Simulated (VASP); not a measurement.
Wanted: the native input for a VASP 6.6.1 run.

| Property | Result |
| --- | --- |
| Task | single point |
| Functional | PBE |
| Potentials or basis | VASP PAW PBE potentials, release 64 (K_sv, Hf_pv, O) |
| Cutoff | 520 eV |
| k mesh | 12 × 12 × 8 |
| Occupations | gaussian, width 0.1 eV |
| Spin | no spin polarisation |
| Dipole correction | no |
| Further INCAR settings | ALGO = Normal; EDIFF = 1e-07; NBANDS = 24 |

The structure of KHfO2 lies in POSCAR:

```
KHfO2
1.0
    4.0619728220      0.0000000000      0.0000000000
   -2.0309864110      3.5177716534      0.0000000000
    0.0000000000      0.0000000000      6.2453267982
K Hf O
1 1 2
Direct
    0.0000000000      0.0000000000      0.5000000000
    0.0000000000      0.0000000000      0.0000000000
    0.3333333333      0.6666666667      0.5000000000
    0.6666666667      0.3333333333      0.5000000000
```

The cell was generated, and may not be a known phase.

The input as run:

INCAR

```
PREC = Accurate
ENCUT = 520
EDIFF = 1E-7
ISMEAR = 0
SIGMA = 0.1
LREAL = False
LASPH = True
NELM = 100
ALGO = Normal
ISIF = 2
LWAVE = False
LCHARG = False
GGA = PE
NBANDS = 24
```

KPOINTS

```
regular mesh
0
Gamma
  12 12 8
```

Potentials or basis: VASP PAW PBE potentials, release 64 (K_sv, Hf_pv, O).

Command:

```console
$ cat potpaw_PBE.64/K_sv/POTCAR potpaw_PBE.64/Hf_pv/POTCAR potpaw_PBE.64/O/POTCAR > POTCAR
$ mpirun -np 1 vasp_std > vasp.out
```

Results of the run:

```
Pressure               : 0.3 GPa
Band gap on the k mesh : zero (an odd number of electrons rules out a gap without spin polarisation)
```

Caveat: spin-orbit coupling is left out, which moves the levels of the heavy elements; an odd number of electrons without spin polarisation forces a metal; a magnetic or distorted state may lie lower.

It took 3.1 min on 1 thread of Intel(R) Xeon(R) 6975P-C (Granite Rapids), on a shared host, peak memory 0.33 GiB.
